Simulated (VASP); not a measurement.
Runs of VASP 6.6.1 on SnO2. It takes space group I4_1/amd (No. 141, tetragonal). The conventional cell has a = 3.999 Å, b = 3.999 Å, c = 10.203 Å, α = 90.00°, β = 90.00°, γ = 90.00°. Sn (site symmetry -4m2) has 6 O at 2.05 to 2.08 Å within 2.7 Å. O (site symmetry 2mm) has 3 Sn at 2.05 to 2.08 Å and 2 O at 2.56 Å within 2.7 Å. 

```tsv
level	k mesh	smearing	gap on the mesh (eV)	pressure (GPa)	largest force (eV/Å)
PBE	6 × 6 × 6	gaussian 0.5 eV	1.71	7.2	0.12
PBE+D4	6 × 6 × 6	gaussian 0.01 eV	1.71	4.2	(b)
PBE	5 × 5 × 5	gaussian 0.01 eV	1.70	7.2	0.12
PBE	6 × 6 × 6	gaussian 0.01 eV	1.71	7.2	0.12
PBE	2 × 2 × 2	gaussian 0.01 eV	1.74	(a)	0.15
```

Alike in all rows: task single point; potentials or basis VASP PAW PBE potentials, release 64 (Sn_d, O); no spin polarisation; cell as given; cutoff (eV) 600.

**Question.** Fill in the values left out.

**Answer.** (a) 7.0; (b) 0.13.

Caveats: some runs use coarse meshes; spin-orbit coupling is left out, which moves the levels of the heavy elements.

A k mesh can miss the band edges, and the runs leave out spin-orbit coupling on Sn.
